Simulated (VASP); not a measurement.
A run of VASP 6.6.1:

The input INCAR:

```
ALGO = Normal ; EDIFF = 1E-6
EDIFFG = -0.01 ; ENCUT = 600
GGA = PE ; IBRION = 2
ISIF = 3 ; ISMEAR = 0
LASPH = True ; LCHARG = False
LREAL = False ; LWAVE = False
NELM = 100 ; NSW = 100
PREC = Accurate ; SIGMA = 0.1
```

KPOINTS

```
k-points
0
Gamma
  14 14 6
```

POSCAR

```
Ga3Se
1.0
    3.1552638034      0.0000000000      0.0000000000
    0.0000000000      3.1552638034      0.0000000000
    0.0000000000      0.0000000000      8.7291357392
Ga Se
3 1
Direct
    0.5000000000      0.5000000000      0.0000000000
    0.0000000000      0.0000000000      0.7904101407
    0.0000000000      0.0000000000      0.2095898593
    0.0000000000      0.0000000000      0.5000000000
```

Potentials or basis: VASP PAW PBE potentials, release 64 (Ga_d, Se).

Launch:

```sh
$ cat potpaw_PBE.64/Ga_d/POTCAR potpaw_PBE.64/Se/POTCAR > POTCAR
$ mpirun -np 1 vasp_std > vasp.out
```

Hardware: 1 thread of Intel(R) Xeon(R) Platinum 8488C (Sapphire Rapids) (shared host).

Q: Estimate the wall time of this run.

A: Run time: 110 min on 1 thread of Intel(R) Xeon(R) Platinum 8488C (Sapphire Rapids) (shared host), peak memory 0.5 GiB. Counts: scf iterations 267, k points 144, ion steps 37.
